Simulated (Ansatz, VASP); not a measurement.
**One calculation of TeOs, two programs**

File POSCAR:

```
TeOs
1.0
    0.0000000000      2.9300170362      2.9300170362
    2.9300170362      0.0000000000      2.9300170362
    2.9300170362      2.9300170362      0.0000000000
Os Te
1 1
Direct
    0.0000000000      0.0000000000      0.0000000000
    0.2500000000      0.2500000000      0.2500000000
```

File INCAR.step1:

```
ALGO = Normal
EDIFF = 1E-4
ENCUT = 520
GGA = PE
ISMEAR = 0
ISPIN = 2
LASPH = True
LCHARG = False
LMAXMIX = 4
LREAL = False
LWAVE = True
MAGMOM = 0.05 0
NBANDS = 18
NELM = 150
PREC = Accurate
SIGMA = 0.05
```

The input INCAR.step2:

```
ALGO = Normal
EDIFF = 1E-6
ENCUT = 520
ISIF = 2
ISMEAR = 0
ISPIN = 2
ISTART = 1
LASPH = True
LCHARG = True
LELF = True
LMAXMIX = 4
LMIXTAU = True
LORBIT = 11
LREAL = False
LVHAR = True
LWAVE = False
MAGMOM = 0.05 0
METAGGA = R2SCAN
NBANDS = 18
NELM = 150
PREC = Accurate
SIGMA = 0.05
```

File KPOINTS:

```
k-points
0
Gamma
  10 10 10
```

Input for Ansatz:

```yaml
crystal:
  lattice:
    - [0.0, 2.9300170362, 2.9300170362]
    - [2.9300170362, 0.0, 2.9300170362]
    - [2.9300170362, 2.9300170362, 0.0]
  atoms:
    - { symbol: Os, position: [0.0, 0.0, 0.0], spin: 0.05 }
    - { symbol: Te, position: [0.25, 0.25, 0.25] }
basis:
  ecutwfc: 500
  ecutrho_ratio: 4
kpoints:
  mp_grid: { grid: [10, 10, 10] }
hamiltonian:
  xc: r2scan
scf:
  occupations: { method: gaussian, width: 0.05 }
output:
  forces: true
  stress: true
  eigenvalues: true
  populations: true
magnetization:
  spin_polarized: true
```

Alike in both runs: task single point; functional r2SCAN; k mesh 10 × 10 × 10; occupations gaussian, width 0.05 eV; collinear spin.

|  | VASP | Ansatz |
| --- | --- | --- |
| version | VASP 6.6.1 | Ansatz 0.2.0 |
| potentials or method | VASP PAW PBE potentials, release 64 (Os, Te), cutoff 520 eV | scalar-relativistic, plane waves, PAW |
| valence electrons in the cell | 14 | 32 |

```csv
,VASP,Ansatz,Ansatz less VASP
gap on the k mesh at the Fermi level (eV),none,none,-
pressure (GPa),0.0,0.0,-0.01
net moment per atom (μB),0.00,0.00,0.000
```

VASP's potentials were made for PBE, not for r2SCAN. A gap of «none» marks a metal or a gap that the smearing closes. VASP's potentials hold 14 valence electrons a cell and Ansatz's 32, so a difference there can come from the potentials and not from the codes. Ansatz's warnings: seeded moment not kept, stability check not made.

Neither program's run includes spin-orbit coupling.
